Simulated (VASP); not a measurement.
# Mg12B (a cell with a defect) in VASP: single point with PBE

Aim: the single point of Mg12B (a cell with a defect) with PBE.

Everything below comes from runs of VASP 6.6.1. Logs are shortened: lines on timing, memory, paths and dates and some standing lists are left out, and cuts for length are marked.

## Step 1: The cell of the first run

The cell holds a defect, 13 atoms: a = 6.420 Å, b = 9.630 Å, c = 5.213 Å, α = 90.00°, β = 90.00°, γ = 120.00°.

## Step 2: Single point, PBE

INCAR reads:

```
SYSTEM = Mg12B
PREC = Accurate
ENCUT = 520
EDIFF = 1E-6
ISMEAR = 0
SIGMA = 0.05
LREAL = .False.
LASPH = .True.
NELM = 100
ALGO = Normal
ISIF = 2
LWAVE = .False.
LCHARG = .True.
GGA = PE
LELF = .True.
LVHAR = .True.
NBANDS = 26
```

KPOINTS reads:

```
regular mesh
0
Gamma
  4 3 4
  0 0 0
```

POSCAR reads:

```
Mg12B
1.0
    6.4200000000      0.0000000000      0.0000000000
   -4.8150000000      8.3398250000      0.0000000000
    0.0000000000      0.0000000000      5.2130400000
Mg B
12 1
Direct
   -0.0003112602     -0.0035147020     -0.0053834231
    0.1644118231      0.2166425554      0.5005271396
   -0.0104583348      0.3305884716      0.0041729969
    0.1617782734      0.5599178640      0.4941105382
    0.0059315830      0.6731858282     -0.0139663229
    0.1688627073      0.8900956555      0.4905625125
    0.4981346342     -0.0007218377      0.0078898301
    0.6608313054      0.2161349908      0.5123870141
    0.5052722555      0.3295318547      0.0045131056
    0.6776528916      0.5589816333      0.4944517978
    0.5023832478      0.6727311424     -0.0017515691
    0.6673191459      0.8930616650      0.5033725043
    0.3335803493      0.4447060940      1.2494028436
```

Potentials or basis: VASP PAW PBE potentials, release 64 (Mg, B).

On the command line:

```bash
$ cat potpaw_PBE.64/Mg/POTCAR potpaw_PBE.64/B/POTCAR > POTCAR
$ mpirun -np 1 vasp_std > vasp.out
```

OUTCAR:

```text
SYSTEM = Mg12B
   PREC = Accurate
   ENCUT = 520
   EDIFF = 1E-6
   ISMEAR = 0
   LREAL = .False.
   LASPH = .True.
   NELM = 100
   ISIF = 2
   GGA = PE

 ion  position               nearest neighbor table
   1  1.000  0.996  0.995-   5 3.13  11 3.16  12 3.16   2 3.16   6 3.17   7 3.19   6 3.20   2 3.21
                             9 3.23  12 3.23   7 3.23   3 3.25
   2  0.164  0.217  0.501-  13 2.31  12 3.15   6 3.16   1 3.16   8 3.19   9 3.21   1 3.21   3 3.22
                             8 3.23   9 3.24   3 3.25  10 3.30   4 3.31
   3  0.990  0.331  0.004-  13 2.30   9 3.10   8 3.15   7 3.17   4 3.19   8 3.22   2 3.22   5 3.25
                             1 3.25   2 3.25   4 3.28  11 3.29   9 3.32
   4  0.162  0.560  0.494-  13 2.30  10 3.10   5 3.14   6 3.16   3 3.19  11 3.20   5 3.21  12 3.23
                            11 3.24   8 3.27   3 3.28   2 3.31  10 3.32
   5  0.006  0.673  0.986-   1 3.13   4 3.14  10 3.15   7 3.15   6 3.15  11 3.19   6 3.19   4 3.21
                            10 3.22  11 3.23   3 3.25   9 3.26
   6  0.169  0.890  0.491-   7 3.11   8 3.15   5 3.15   4 3.16   2 3.16   1 3.17  10 3.17  12 3.19
                             5 3.19   1 3.20  12 3.23   7 3.26
   7  0.498  0.999  0.008-   6 3.11   5 3.15   8 3.15   9 3.16  11 3.16  12 3.16   3 3.17   1 3.19
                             8 3.19  12 3.20   1 3.23   6 3.26
   8  0.661  0.216  0.512-  12 3.13   9 3.14   3 3.15   6 3.15   7 3.15   2 3.19   7 3.19   9 3.21
                             3 3.22   2 3.23  10 3.25   4 3.27
   9  0.505  0.330  0.005-  13 2.30   3 3.10   8 3.14   7 3.16  10 3.19   2 3.21   8 3.21   1 3.23
                             2 3.24   5 3.26  10 3.28  11 3.31   3 3.32
  10  0.678  0.559  0.494-  13 2.30   4 3.10   5 3.15   6 3.17   9 3.19   5 3.22  11 3.22   8 3.25
                            12 3.25  11 3.26   9 3.28   2 3.30   4 3.32
  11  0.502  0.673  0.998-  13 2.31   1 3.16   7 3.16  12 3.17   5 3.19   4 3.20  12 3.21  10 3.22
                             5 3.23   4 3.24  10 3.26   3 3.29   9 3.31
  12  0.667  0.893  0.503-   8 3.13   2 3.15   1 3.16   7 3.16  11 3.17   6 3.19   7 3.20  11 3.21
                             4 3.23   1 3.23   6 3.23  10 3.25
  13  0.334  0.445  0.249-  10 2.30   3 2.30   9 2.30   4 2.30  11 2.31   2 2.31

  LATTYP: Found a simple monoclinic cell.
 ALAT       =     6.4200000000
 B/A-ratio  =     0.8120000000
 C/A-ratio  =     1.3228757108
 COS(beta)  =    -0.1889822286

  Lattice vectors:

 A1 = (   6.4200000000,   0.0000000000,   0.0000000000)
 A2 = (   0.0000000000,   0.0000000000,   5.2130400000)
 A3 = (  -1.6050000000,  -8.3398250000,   0.0000000000)

Analysis of symmetry for initial positions (statically):
=====================================================================
 Subroutine PRICEL returns:
 Original cell was already a primitive cell.

 Routine SETGRP: Setting up the symmetry group for a
 simple monoclinic supercell.

 Subroutine GETGRP returns: Found  1 space group operations
 (whereof  1 operations were pure point group operations)
 out of a pool of  4 trial point group operations.

The static configuration has the point symmetry C_1 .

Analysis of symmetry for dynamics (positions and initial velocities):
=====================================================================
 Subroutine PRICEL returns:
 Original cell was already a primitive cell.

 Routine SETGRP: Setting up the symmetry group for a
 simple monoclinic supercell.

 Subroutine GETGRP returns: Found  1 space group operations
 (whereof  1 operations were pure point group operations)
 out of a pool of  4 trial point group operations.

The dynamic configuration has the point symmetry C_1 .

 Subroutine INISYM returns: Found  1 space group operations
 (whereof  1 operations are pure point group operations),
 and found     1 'primitive' translations

----------------------------------------------------------------------------------------

                                     Primitive cell

  volume of cell :     279.1149

  direct lattice vectors                    reciprocal lattice vectors
     6.420000000  0.000000000  0.000000000     0.155763240  0.089929945  0.000000000
    -4.815000000  8.339825000  0.000000000     0.000000000  0.119906593  0.000000000
     0.000000000  0.000000000  5.213040000     0.000000000  0.000000000  0.191826650

  length of vectors
     6.420000000  9.630000313  5.213040000     0.179859895  0.119906593  0.191826650

  position of ions in fractional coordinates (direct lattice)
     0.999688740  0.996485298  0.994616577
     0.164411823  0.216642555  0.500527140
     0.989541665  0.330588472  0.004172997
     0.161778273  0.559917864  0.494110538
     0.005931583  0.673185828  0.986033677
[... 46 lines left out ...]
 Subroutine IBZKPT returns following result:
 ===========================================

 Found     26 irreducible k-points:

 Following reciprocal coordinates:
            Coordinates               Weight
  0.000000  0.000000  0.000000      1.000000
  0.250000  0.000000  0.000000      2.000000
  0.500000  0.000000  0.000000      1.000000
  0.000000  0.333333  0.000000      2.000000
  0.250000  0.333333  0.000000      2.000000
  0.500000  0.333333  0.000000      2.000000
[... 16 lines left out ...]
  0.000000  0.333333  0.500000      2.000000
  0.250000  0.333333  0.500000      2.000000
 [... further k-points ...]
   k-points           NKPTS =     26   k-points in BZ     NKDIM =     26   number of bands    NBANDS=     26
   number of dos      NEDOS =    301   number of ions     NIONS =     13
   total plane-waves  NPLWV = 138240
   dimension x,y,z NGX =    48 NGY =   72 NGZ =   40
   dimension x,y,z NGXF=    96 NGYF=  144 NGZF=   80
   ions per type =              12   1
   NGX,Y,Z   is equivalent  to a cutoff of  12.43, 12.43, 12.76 a.u.
   NGXF,Y,Z  is equivalent  to a cutoff of  24.86, 24.86, 25.51 a.u.
 SYSTEM =  Mg12B
   PREC   = accura    normal or accurate (medium, high low for compatibility)
   ISTART =      0    job   : 0-new  1-cont  2-samecut
   ICHARG =      2    charge: 1-file 2-atom 10-const
   ISPIN  =      1    spin polarized calculation?
   LNONCOLLINEAR =      F non collinear calculations
   LSORBIT =      F    spin-orbit coupling
   LASPH  =      T    aspherical Exc in radial PAW
   ENCUT  =  520.0 eV  38.22 Ry    6.18 a.u.  11.94 17.91  9.69*2*pi/ulx,y,z
   NELM   =    100;   NELMIN=  2; NELMDL= -5     # of ELM steps
   EDIFF  = 0.1E-05   stopping-criterion for ELM
   LREAL  =      F    real-space projection
   EDIFFG = 0.1E-04   stopping-criterion for IOM
   NSW    =      0    number of steps for IOM
   IBRION =     -1    ionic relax: 0-MD 1-quasi-New 2-CG
   NFREE  =      0    steps in history (QN), initial steepest desc. (CG)
   ISIF   =      2    stress and relaxation
   ISYM   =      2    0-nonsym 1-usesym 2-fastsym
   POTIM  = 0.5000    time-step for ionic-motion
   TEBEG  =    0.0;   TEEND  =   0.0 temperature during run
   PSTRESS=    0.0 pullay stress
   NELECT =      27.0000    total number of electrons
   NUPDOWN=      -1.0000    fix difference up-down
   EMIN   =  10.00;   EMAX   =-10.00  energy-range for DOS
   EFERMI =   0.00;   METHOD = LEGACY
   ISMEAR =     0;   SIGMA  =   0.05  broadening in eV -4-tet -1-fermi 0-gaus
   EFERMI_NEDOS =   21; number of points for ismear=-14 and -15
   IALGO  =     38    algorithm
   IMIX   =      4    mixing-type and parameters
     AMIX     =   0.40;   BMIX     =  1.00
     AMIX_MAG =   1.60;   BMIX_MAG =  1.00
  volume/ion in A,a.u.               =      21.47       144.89
  Fermi-wavevector in a.u.,A,eV,Ry     =   0.751511  1.420149  7.684136  0.564768
  Thomas-Fermi vector in A             =   1.848508
   LORBIT       =      0    0 simple, 1 ext, 2 COOP (PROOUT), +10 PAW based schemes
   GGA     = PE    functional components
   LHFCALC =     F    Hartree Fock is set to
   AEXX    =    0.0000 exact exchange contribution
   IVDW    =     0    specifies the selected vdW correction
   LEPSILON=     F    determine dielectric tensor
   LRPA    =     F    only Hartree local field effects (RPA)
 non-spin polarized calculation
 Gauss-broadening in eV      SIGMA  =   0.05
  energy-cutoff  :      520.00
  volume of cell :      279.11
 maximum number of plane-waves:      7534
   NGX = 23   NGY = 35   NGZ = 19

 number of electron      27.0000000 magnetization

 Free energy of the ion-electron system (eV)
  ---------------------------------------------------
  ext. energy  EPLUGINS =         0.00000000
  ---------------------------------------------------
  free energy    TOTEN  =       -23.27587163 eV

  energy without entropy =      -23.26566494  energy(sigma->0) =      -23.27076829

 E-fermi :   2.7718     XC(G=0):  -8.6080

 val. band max:        2.7549117824   @ k =   0.2500   0.3333   0.2500
 cond. band min:       2.7779213028   @ k =   0.2500   0.0000   0.0000
 fundamental gap:      0.0230095205
 Fermi energy:         2.7718249223

 k-point     1 :       0.0000    0.0000    0.0000
  band No.  band energies     occupation
      1      -5.1213      2.00000
      2      -3.1510      2.00000
      3      -2.2288      2.00000
      4      -1.1662      2.00000
      5      -0.8703      2.00000
      6       0.0959      2.00000
[... 661 lines left out ...]
     24       6.7651      0.00000
     25       7.1027      0.00000

 [... further k-points ...]

 [bands above 25 left out]

------------------------ aborting loop because EDIFF is reached ----------------------------------------

  FORCE on cell =-STRESS in cart. coord.  units (eV):
  Direction    XX          YY          ZZ          XY          YZ          ZX
  --------------------------------------------------------------------------------------
  -------------------------------------------------------------------------------------
  Total        1.5773345      0.9224880      1.4656183     -0.5700538      0.0777661      0.0264683
  in kB        9.0542266      5.2952722      8.4129528     -3.2722268      0.4463936      0.1519333
  external PRESSURE =       7.5874839 kB  Pullay stress =       0.0000000 kB

 VOLUME and BASIS-vectors are now :
 -----------------------------------------------------------------------------
  energy-cutoff  :      520.00
  volume of cell :      279.11
      direct lattice vectors                 reciprocal lattice vectors
     6.420000000  0.000000000  0.000000000     0.155763240  0.089929945  0.000000000
    -4.815000000  8.339825000  0.000000000     0.000000000  0.119906593  0.000000000
     0.000000000  0.000000000  5.213040000     0.000000000  0.000000000  0.191826650

 POSITION                                       TOTAL-FORCE (eV/Angst)
 -----------------------------------------------------------------------------------
      1.61992      8.31051      5.18498        -0.000112     -0.002522      0.004963
      0.01239      1.80676      2.60927        -0.000184      0.000646      0.000443
      4.76107      2.75705      0.02175        -0.005154     -0.001460      0.000005
     -1.65739      4.66962      2.57582        -0.002900     -0.000471      0.001205
     -3.20331      5.61425      5.14023        -0.000865      0.002306      0.003473
     -3.20171      7.42324      2.55732        -0.001297      0.001262      0.008249
     -1.61350      8.33380      0.04113        -0.000209      0.000045     -0.010620
      3.20185      1.80253      2.67109         0.001890      0.000935     -0.001352
      1.65715      2.74824      0.02353         0.003156     -0.000580     -0.001820
      1.65903      4.66181      2.57760         0.003817     -0.000932      0.000491
     -0.01390      5.61046      5.20391         0.001980      0.002164     -0.005593
     -0.01590      7.44798      2.62410         0.001596     -0.000886      0.000487
      0.00033      3.70877      1.30015        -0.001717     -0.000507      0.000071
 -----------------------------------------------------------------------------------
    total drift:                               -0.000003      0.000002      0.000013

  FREE ENERGIE OF THE ION-ELECTRON SYSTEM (eV)
  ---------------------------------------------------
  free  energy   TOTEN  =       -23.2758716301 eV

  energy  without entropy=      -23.2656649432  energy(sigma->0) =      -23.27076829
```

Wall time 2 min (1 thread of AMD EPYC 9R45 (Zen 5), shared host); peak memory 0.4 GiB.

Results:

```
Free energy   : -23.2759 eV
Pressure      : 0.8 GPa
Largest force : 0.011 eV/Å
```

Forces on the atoms (eV/Å):
```
Mg   0.000 -0.003  0.005
Mg   0.000  0.001  0.000
Mg  -0.005 -0.001  0.000
Mg  -0.003  0.000  0.001
Mg  -0.001  0.002  0.003
Mg  -0.001  0.001  0.008
Mg   0.000  0.000 -0.011
Mg   0.002  0.001 -0.001
Mg   0.003 -0.001 -0.002
Mg   0.004 -0.001  0.000
Mg   0.002  0.002 -0.006
Mg   0.002 -0.001  0.000
B   -0.002 -0.001  0.000
```

Levels at points of the mesh, in eV from the Fermi level:
| k point | band 9 | band 10 | band 11 | band 12 | band 13 | band 14 | band 15 | band 16 | band 17 | band 18 |
| --- | --- | --- | --- | --- | --- | --- | --- | --- | --- | --- |
| (0.00, 0.00, 0.00) | -1.84 | -1.25 | -0.74 | -0.47 | -0.14 | 0.05 | 0.51 | 0.67 | 1.05 | 1.21 |
| (0.50, 0.00, 0.00) | -1.49 | -0.96 | -0.53 | -0.31 | -0.31 | -0.15 | 0.02 | 0.23 | 0.30 | 0.83 |
| (0.00, 0.00, 0.50) | -2.19 | -1.90 | -1.61 | -1.35 | -1.02 | -0.70 | -0.21 | 0.77 | 0.80 | 1.24 |
| (0.50, 0.00, 0.50) | -1.86 | -1.48 | -1.17 | -0.78 | -0.51 | 0.26 | 0.47 | 0.71 | 0.84 | 1.88 |
